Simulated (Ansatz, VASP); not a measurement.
## Na2S: VASP beside Ansatz

```
Na S
1.0
     0.00000    3.25599    3.25599
     3.25599    0.00000    3.25599
     3.25599    3.25599    0.00000
Na S
2 1
Direct
  0.25000 0.25000 0.25000
  0.75000 0.75000 0.75000
  0.00000 0.00000 0.00000
```

Alike in both runs: functional r2SCAN; k mesh 8 × 8 × 8; occupations fermi-dirac, width 0.02 eV; no spin polarisation.

Ansatz relaxed the structure, and its values are those at the end. VASP's run is a single point on that final structure, the one shown.

|  | VASP | Ansatz |
| --- | --- | --- |
| version | VASP 6.6.1 | Ansatz 0.2.0 |
| potentials or method | VASP PAW PBE potentials, release 64 (Na_pv, S), cutoff 550 eV | PAW plane waves |
| valence electrons in the cell | 20 | 24 |

|  | VASP | Ansatz | Ansatz less VASP |
| --- | --- | --- | --- |
| gap on the k mesh at the Fermi level (eV) | 3.11 | 3.09 | -0.023 |
| pressure (GPa) | -0.1 | 0.0 | +0.08 |

VASP's potentials were made for PBE, not for r2SCAN. VASP's potentials hold 20 valence electrons a cell and Ansatz's 24, so a difference there can come from the potentials and not from the codes.
